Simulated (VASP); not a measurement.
# SiC (R3m) in VASP: further runs

SiC is run at these levels: PBE; tasks: single point.

Everything below comes from runs of VASP 6.6.1. Logs are shortened: lines on timing, memory, paths and dates and some standing lists are left out, and cuts for length are marked.

### 1 The cell of the first run

Symmetry: R3m, No. 160, trigonal system. The conventional cell has a = 3.172 Å, b = 3.172 Å, c = 7.405 Å, α = 90.00°, β = 90.00°, γ = 120.00°. Within 2.5 Å of Si (site symmetry 3m) lie 4 C at 1.85 to 1.93 Å. C (site symmetry 3m) has 4 Si at 1.85 to 1.93 Å within 2.5 Å.

### 2 Single point, PBE

File INCAR:

```
  PREC = Accurate
  ENCUT = 520
  EDIFF = 1E-6
  ISMEAR = 0
  SIGMA = 0.05
  LREAL = F
  LASPH = T
  NELM = 100
  ALGO = Normal
  ISIF = 2
  LWAVE = F
  LCHARG = F
  GGA = PE
  NBANDS = 11
```

File KPOINTS:

```
Automatic mesh
0
Gamma
  12 12 12
```

File POSCAR:

```
SiC
1.0
    0.0000000000      2.2429120717      2.2429120717
    2.2429120717      0.0000000000      2.2429120717
    2.1726341601      2.1726341601      0.0702779116
Si C
1 1
Direct
    0.0000000000      0.0000000000      0.0000000000
    0.7500000000      0.7500000000      0.7500000000
```

Potentials or basis: VASP PAW PBE potentials, release 64 (Si, C).

Launch:

```bash
cat potpaw_PBE.64/Si/POTCAR potpaw_PBE.64/C/POTCAR > POTCAR
mpirun -np 1 vasp_std > vasp.out
```

OUTCAR:

```text
PREC = Accurate
   ENCUT = 520
   EDIFF = 1E-6
   ISMEAR = 0
   LREAL = F
   LASPH = T
   NELM = 100
   ISIF = 2
   GGA = PE

 ion  position               nearest neighbor table
   1  0.000  0.000  0.000-   2 1.85   2 1.93   2 1.93   2 1.93
   2  0.750  0.750  0.750-   1 1.85   1 1.93   1 1.93   1 1.93

  LATTYP: Found a trigonal (rhomboedric) cell.
 ALAT       =     3.0733723126
 COS(alpha) =     0.4674086020

  Lattice vectors:

 A1 = (   2.1726341601,  -0.0702779116,  -2.1726341601)
 A2 = (  -0.0702779116,   2.1726341601,  -2.1726341601)
 A3 = (   2.1726341601,   2.1726341601,   0.0702779116)

Analysis of symmetry for initial positions (statically):
=====================================================================
 Subroutine PRICEL returns:
 Original cell was already a primitive cell.

 Routine SETGRP: Setting up the symmetry group for a
 trigonal (rhombohedral) supercell.

 Subroutine GETGRP returns: Found  6 space group operations
 (whereof  6 operations were pure point group operations)
 out of a pool of 12 trial point group operations.

The static configuration has the point symmetry C_3v.

Analysis of symmetry for dynamics (positions and initial velocities):
=====================================================================
 Subroutine PRICEL returns:
 Original cell was already a primitive cell.

 Routine SETGRP: Setting up the symmetry group for a
 trigonal (rhombohedral) supercell.

 Subroutine GETGRP returns: Found  6 space group operations
 (whereof  6 operations were pure point group operations)
 out of a pool of 12 trial point group operations.

The dynamic configuration has the point symmetry C_3v.

 Subroutine INISYM returns: Found  6 space group operations
 (whereof  6 operations are pure point group operations),
 and found     1 'primitive' translations

----------------------------------------------------------------------------------------

                                     Primitive cell

  volume of cell :      21.5060

  direct lattice vectors                    reciprocal lattice vectors
     0.000000000  2.242912072  2.242912072    -0.226589202  0.219259751  0.226589202
     2.242912072  0.000000000  2.242912072     0.219259751 -0.226589202  0.226589202
     2.172634160  2.172634160  0.070277912     0.233918653  0.233918653 -0.233918653

  length of vectors
     3.171956671  3.171956671  3.073372313     0.388278472  0.388278472  0.405158993

  position of ions in fractional coordinates (direct lattice)
[... 81 lines left out ...]
   EDIFFG = 0.1E-04   stopping-criterion for IOM
   NSW    =      0    number of steps for IOM
   IBRION =     -1    ionic relax: 0-MD 1-quasi-New 2-CG
   NFREE  =      0    steps in history (QN), initial steepest desc. (CG)
   ISIF   =      2    stress and relaxation
   ISYM   =      2    0-nonsym 1-usesym 2-fastsym
   POTIM  = 0.5000    time-step for ionic-motion
   TEBEG  =    0.0;   TEEND  =   0.0 temperature during run
   PSTRESS=    0.0 pullay stress
   NELECT =       8.0000    total number of electrons
   NUPDOWN=      -1.0000    fix difference up-down
   EMIN   =  10.00;   EMAX   =-10.00  energy-range for DOS
   EFERMI =   0.00;   METHOD = LEGACY
   ISMEAR =     0;   SIGMA  =   0.05  broadening in eV -4-tet -1-fermi 0-gaus
   EFERMI_NEDOS =   21; number of points for ismear=-14 and -15
   IALGO  =     38    algorithm
   IMIX   =      4    mixing-type and parameters
     AMIX     =   0.40;   BMIX     =  1.00
     AMIX_MAG =   1.60;   BMIX_MAG =  1.00
  volume/ion in A,a.u.               =      10.75        72.56
  Fermi-wavevector in a.u.,A,eV,Ry     =   1.177384  2.224934 18.860859  1.386234
  Thomas-Fermi vector in A             =   2.313732
   LORBIT       =      0    0 simple, 1 ext, 2 COOP (PROOUT), +10 PAW based schemes
   GGA     = PE    functional components
   LHFCALC =     F    Hartree Fock is set to
   AEXX    =    0.0000 exact exchange contribution
   IVDW    =     0    specifies the selected vdW correction
   LEPSILON=     F    determine dielectric tensor
   LRPA    =     F    only Hartree local field effects (RPA)
 non-spin polarized calculation
 Gauss-broadening in eV      SIGMA  =   0.05
  energy-cutoff  :      520.00
  volume of cell :       21.51
 maximum number of plane-waves:       588
   NGX = 11   NGY = 11   NGZ = 11

 number of electron       8.0000000 magnetization

 Free energy of the ion-electron system (eV)
  ---------------------------------------------------
  ext. energy  EPLUGINS =         0.00000000
  ---------------------------------------------------
  free energy    TOTEN  =       -15.00069280 eV

  energy without entropy =      -15.00069280  energy(sigma->0) =      -15.00069280

 E-fermi :   8.1001     XC(G=0): -11.1878

 val. band max:        7.8187968316   @ k =   0.0000   0.0000   0.0000
 cond. band min:       9.0312627818   @ k =   0.5000   0.5000  -0.0000
 fundamental gap:      1.2124659503
 Fermi energy:         8.1000786563

 k-point     1 :       0.0000    0.0000    0.0000
  band No.  band energies     occupation
      1      -7.4309      2.00000
      2       7.6024      2.00000
      3       7.6024      2.00000
      4       7.8188      2.00000
      5      13.1436      0.00000
      6      14.3795      0.00000
      7      14.3795      0.00000
      8      15.7946      0.00000
      9      21.9870      0.00000
     10      21.9870      0.00000
     11      23.5733      0.00000
[... 309 lines left out ...]
 k-point    24 :      -0.4167    0.1667   -0.0000
  band No.  band energies     occupation
      1      -3.8207      2.00000
      2      -0.1581      2.00000
      3       4.6788      2.00000
      4       6.3350      2.00000
      5      12.9125      0.00000
      6      15.1430      0.00000
      7      16.3581      0.00000
      8      18.3378      0.00000
      9      21.6436      0.00000
     10      23.1095      0.00000
     11      25.3708      0.00000

 [... further k-points ...]
[... 5 lines left out ...]
  --------------------------------------------------------------------------------------
  -------------------------------------------------------------------------------------
  Total       -0.5582278     -0.5582278     -0.5582278      1.1057878     -1.1057878     -1.1057878
  in kB      -41.5874569    -41.5874569    -41.5874569     82.3801822    -82.3801822    -82.3801822
  external PRESSURE =     -41.5874569 kB  Pullay stress =       0.0000000 kB

 VOLUME and BASIS-vectors are now :
 -----------------------------------------------------------------------------
  energy-cutoff  :      520.00
  volume of cell :       21.51
      direct lattice vectors                 reciprocal lattice vectors
     0.000000000  2.242912072  2.242912072    -0.226589202  0.219259751  0.226589202
     2.242912072  0.000000000  2.242912072     0.219259751 -0.226589202  0.226589202
     2.172634160  2.172634160  0.070277912     0.233918653  0.233918653 -0.233918653

 POSITION                                       TOTAL-FORCE (eV/Angst)
 -----------------------------------------------------------------------------------
      0.00000      0.00000      0.00000        -0.271709     -0.271709      0.271709
      3.31166      3.31166      3.41708         0.271709      0.271709     -0.271709
 -----------------------------------------------------------------------------------
    total drift:                                0.000006      0.000006     -0.000006

  FREE ENERGIE OF THE ION-ELECTRON SYSTEM (eV)
  ---------------------------------------------------
  free  energy   TOTEN  =       -15.0006927984 eV

  energy  without entropy=      -15.0006927984  energy(sigma->0) =      -15.00069280
```

OSZICAR:

```text
N       E                     dE             d eps       ncg     rms          rms(c)
DAV:   1     0.357536132112E+01    0.35754E+01   -0.38750E+03  4345   0.608E+02
DAV:   2    -0.161322241907E+02   -0.19708E+02   -0.18701E+02  5198   0.108E+02
DAV:   3    -0.167679713948E+02   -0.63575E+00   -0.63467E+00  5127   0.162E+01
DAV:   4    -0.167705398867E+02   -0.25685E-02   -0.25683E-02  4745   0.130E+00
DAV:   5    -0.167705523266E+02   -0.12440E-04   -0.12440E-04  5109   0.847E-02    0.846E+00
DAV:   6    -0.150479449363E+02    0.17226E+01   -0.64919E+00  4689   0.112E+01    0.371E+00
DAV:   7    -0.150081307295E+02    0.39814E-01   -0.34355E-01  4997   0.339E+00    0.172E+00
DAV:   8    -0.150004745403E+02    0.76562E-02   -0.20955E-02  4731   0.960E-01    0.176E-01
DAV:   9    -0.150005774756E+02   -0.10294E-03   -0.18940E-03  5146   0.251E-01    0.111E-01
DAV:  10    -0.150006848312E+02   -0.10736E-03   -0.26322E-04  4620   0.996E-02    0.309E-02
DAV:  11    -0.150006925701E+02   -0.77389E-05   -0.41837E-05  4998   0.356E-02    0.967E-03
DAV:  12    -0.150006927984E+02   -0.22825E-06   -0.22355E-06  4144   0.959E-03
   1 F= -.15000693E+02 E0= -.15000693E+02  d E =-.294031E-18
```

stdout:

```text
POSCAR found type information on POSCAR SiC
 POSCAR found :  2 types and       2 ions
 scaLAPACK will be used
 LDA part: xc-table for (Slater+PW92), standard interpolation
 POSCAR, INCAR and KPOINTS ok, starting setup
 FFT: planning ... GRIDC
 FFT: planning ... GRID_SOFT
 FFT: planning ... GRID
 WAVECAR not read
 entering main loop
```

Run time: 52 s. Hardware: 1 thread of AMD EPYC 7R43 (Zen 3), shared host; peak memory 0.13 GiB.

What came out:

- Free energy: -15.0007 eV
- Pressure: -4.2 GPa
- Largest force: 0.471 eV/Å
- Band gap on the k mesh: 1.21 eV, indirect (least direct gap 4.20 eV)

Forces in eV/Å, atoms in the order of the input:
```
Si  -0.272 -0.272  0.272
C    0.272  0.272 -0.272
```

### 3 Single point, PBE

This run uses another cell than the first one, of 11.76 Å³/atom, 1.094 times its volume.

File INCAR:

```
SYSTEM = SiC
PREC = Accurate
ENCUT = 520
EDIFF = 1E-7
ISMEAR = 0
SIGMA = 0.05
LREAL = .False.
LASPH = .True.
NELM = 80
ALGO = Normal
ISIF = 2
LWAVE = .False.
LCHARG = .False.
GGA = PE
NBANDS = 11
```

File KPOINTS:

```
regular mesh
0
Gamma
  12 12 12
  0 0 0
```

File POSCAR:

```
SiC
1.0
    0.0000000000      2.2380021568      2.2380021568
    2.2380021568      0.0000000000      2.2380021568
    2.3115578277      2.3115578277     -0.0735556709
Si C
1 1
Direct
    0.0000000000      0.0000000000      0.0000000000
    0.7500000000      0.7500000000      0.7500000000
```

Potentials or basis: VASP PAW PBE potentials, release 64 (Si, C).

Launch:

```bash
cat potpaw_PBE.64/Si/POTCAR potpaw_PBE.64/C/POTCAR > POTCAR
mpirun -np 1 vasp_std > vasp.out
```

OUTCAR:

```text
SYSTEM = SiC
   PREC = Accurate
   ENCUT = 520
   EDIFF = 1E-7
   ISMEAR = 0
   LREAL = .False.
   LASPH = .True.
   NELM = 80
   ISIF = 2
   GGA = PE

 ion  position               nearest neighbor table
   1  0.000  0.000  0.000-   2 1.95   2 1.95   2 1.95   2 2.03
   2  0.750  0.750  0.750-   1 1.95   1 1.95   1 1.95   1 2.03

  LATTYP: Found a trigonal (rhomboedric) cell.
 ALAT       =     3.2698638532
 COS(alpha) =     0.5315517071

  Lattice vectors:

 A1 = (   2.3115578277,   0.0735556709,  -2.3115578277)
 A2 = (   0.0735556709,   2.3115578277,  -2.3115578277)
 A3 = (   2.3115578277,   2.3115578277,  -0.0735556709)

Analysis of symmetry for initial positions (statically):
=====================================================================
 Subroutine PRICEL returns:
 Original cell was already a primitive cell.

 Routine SETGRP: Setting up the symmetry group for a
 trigonal (rhombohedral) supercell.

 Subroutine GETGRP returns: Found  6 space group operations
 (whereof  6 operations were pure point group operations)
 out of a pool of 12 trial point group operations.

The static configuration has the point symmetry C_3v.

Analysis of symmetry for dynamics (positions and initial velocities):
[... 163 lines left out ...]
 fundamental gap:      1.3522287037
 Fermi energy:         7.0918468514

 k-point     1 :       0.0000    0.0000    0.0000
  band No.  band energies     occupation
      1      -7.7104      2.00000
      2       6.5700      2.00000
      3       6.8043      2.00000
      4       6.8043      2.00000
      5      11.0574      0.00000
      6      13.0149      0.00000
      7      13.5361      0.00000
      8      13.5361      0.00000
      9      20.5374      0.00000
     10      20.5374      0.00000
     11      21.3338      0.00000
[... 309 lines left out ...]
 k-point    24 :      -0.4167    0.1667    0.0000
  band No.  band energies     occupation
      1      -4.1748      2.00000
      2      -0.6961      2.00000
      3       3.7756      2.00000
      4       5.2005      2.00000
      5      11.1764      0.00000
      6      13.3327      0.00000
      7      14.4862      0.00000
      8      16.8334      0.00000
      9      20.3546      0.00000
     10      21.0713      0.00000
     11      23.6859      0.00000

 [... further k-points ...]
[... 5 lines left out ...]
  --------------------------------------------------------------------------------------
  -------------------------------------------------------------------------------------
  Total       -2.7449570     -2.7449570     -2.7449570     -0.8776418      0.8776418      0.8776418
  in kB     -186.9540840   -186.9540840   -186.9540840    -59.7746014     59.7746014     59.7746014
  external PRESSURE =    -186.9540840 kB  Pullay stress =       0.0000000 kB

 VOLUME and BASIS-vectors are now :
 -----------------------------------------------------------------------------
  energy-cutoff  :      520.00
  volume of cell :       23.52
      direct lattice vectors                 reciprocal lattice vectors
     0.000000000  2.238002157  2.238002157    -0.219914615  0.226912479  0.219914615
     2.238002157  0.000000000  2.238002157     0.226912479 -0.219914615  0.219914615
     2.311557828  2.311557828 -0.073555671     0.212916751  0.212916751 -0.212916751

 POSITION                                       TOTAL-FORCE (eV/Angst)
 -----------------------------------------------------------------------------------
      0.00000      0.00000      0.00000         0.025156      0.025156     -0.025156
      3.41217      3.41217      3.30184        -0.025156     -0.025156      0.025156
 -----------------------------------------------------------------------------------
    total drift:                               -0.000002     -0.000002      0.000002

  FREE ENERGIE OF THE ION-ELECTRON SYSTEM (eV)
  ---------------------------------------------------
  free  energy   TOTEN  =       -14.8522060862 eV

  energy  without entropy=      -14.8522060862  energy(sigma->0) =      -14.85220609
```

OSZICAR:

```text
N       E                     dE             d eps       ncg     rms          rms(c)
DAV:   1     0.386183248871E+01    0.38618E+01   -0.38582E+03  4254   0.607E+02
DAV:   2    -0.156874357464E+02   -0.19549E+02   -0.18569E+02  5207   0.104E+02
DAV:   3    -0.163937008155E+02   -0.70627E+00   -0.70470E+00  5148   0.169E+01
DAV:   4    -0.163969185430E+02   -0.32177E-02   -0.32175E-02  4799   0.143E+00
DAV:   5    -0.163969350859E+02   -0.16543E-04   -0.16543E-04  5058   0.964E-02    0.764E+00
DAV:   6    -0.148775309225E+02    0.15194E+01   -0.63811E+00  4641   0.106E+01    0.328E+00
DAV:   7    -0.148589268625E+02    0.18604E-01   -0.25510E-01  4985   0.302E+00    0.158E+00
DAV:   8    -0.148519785918E+02    0.69483E-02   -0.19204E-02  4758   0.920E-01    0.177E-01
DAV:   9    -0.148520707344E+02   -0.92143E-04   -0.21488E-03  5194   0.257E-01    0.108E-01
DAV:  10    -0.148521966380E+02   -0.12590E-03   -0.30867E-04  4590   0.105E-01    0.297E-02
DAV:  11    -0.148522055431E+02   -0.89051E-05   -0.54460E-05  4953   0.385E-02    0.937E-03
DAV:  12    -0.148522059105E+02   -0.36735E-06   -0.28111E-06  4881   0.106E-02    0.149E-03
DAV:  13    -0.148522060700E+02   -0.15956E-06   -0.24407E-07  4857   0.323E-03    0.963E-04
DAV:  14    -0.148522060862E+02   -0.16171E-07   -0.11377E-08  2454   0.635E-04
   1 F= -.14852206E+02 E0= -.14852206E+02  d E =-.140227E-18
```

Wall time 50 s (1 thread of Intel Xeon 6975P-C, shared host); peak memory 0.17 GiB.

What came out:

```
Free energy            : -14.8522 eV
Pressure               : -18.7 GPa
Largest force          : 0.044 eV/Å
Band gap on the k mesh : 1.35 eV, indirect (least direct gap 4.15 eV)
```

Forces on the atoms (eV/Å):
```
Si   0.025  0.025 -0.025
C   -0.025 -0.025  0.025
```

A k mesh can miss the band edges. A hybrid or GW would open this gap; PBE tends to underestimate it.

### 4 Single point, PBE

This run uses another cell than the first one, of 11.76 Å³/atom, 1.094 times its volume.

File INCAR:

```
PREC     = Accurate       # precision mode
ENCUT    = 520            # plane-wave cutoff, eV
EDIFF    = 1E-6           # SCF threshold, eV
ISMEAR   = 0              # smearing method
SIGMA    = 0.05           # smearing width, eV
LREAL    = False          # projectors in reciprocal space
LASPH    = True           # aspherical terms in the spheres
NELM     = 80             # most SCF steps
ALGO     = Normal         # electronic algorithm
ISIF     = 2              # what is computed and relaxed
LWAVE    = False          # write WAVECAR
LCHARG   = False          # write CHGCAR
GGA      = PE             # functional
NBANDS   = 11             # bands
```

File KPOINTS:

```
Automatic mesh
0
Gamma
  12 12 12
```

File POSCAR:

```
SiC
1.0
    0.0000000000      2.3109794919      2.3109794919
    2.3109794919      0.0000000000      2.3109794919
    2.2385688011      2.2385688011      0.0724106907
Si C
1 1
Direct
    0.0000000000      0.0000000000      0.0000000000
    0.7500000000      0.7500000000      0.7500000000
```

Launch:

```bash
cat potpaw_PBE.64/Si/POTCAR potpaw_PBE.64/C/POTCAR > POTCAR
mpirun -np 1 vasp_std > vasp.out
```

Run time: 43 s. Hardware: 1 thread of Intel Xeon 6975P-C, shared host; peak memory 0.17 GiB.

It converged, with:

```
Free energy            : -14.8502 eV
Pressure               : -18.7 GPa
Largest force          : 0.233 eV/Å
Band gap on the k mesh : 1.32 eV, indirect (least direct gap 4.13 eV)
```

Forces on the atoms (eV/Å):
```
Si  -0.134 -0.134  0.134
C    0.134  0.134 -0.134
```

Stress tensor (GPa, compression positive):
```
-18.66   6.40  -6.40
  6.40 -18.66  -6.40
 -6.40  -6.40 -18.66
```

Levels at points of the mesh, in eV from the valence-band top:
| k point | band 2 | band 3 | band 4 | band 5 | band 6 | band 7 |
| --- | --- | --- | --- | --- | --- | --- |
| (0.00, 0.00, 0.00) | -0.17 | -0.17 | 0.00 | 4.40 | 6.05 | 6.05 |
| (0.50, 0.00, 0.00) | -7.99 | -1.04 | -1.03 | 4.37 | 6.42 | 7.07 |
| (0.50, 0.50, 0.00) | -7.52 | -3.26 | -2.81 | 1.32 | 3.85 | 12.18 |
| (0.00, 0.00, 0.50) | -7.92 | -1.36 | -1.36 | 3.60 | 6.28 | 6.28 |

A k mesh can miss the band edges. A hybrid or GW would open this gap; PBE tends to underestimate it.

(Part 1 of 2 ends here.)
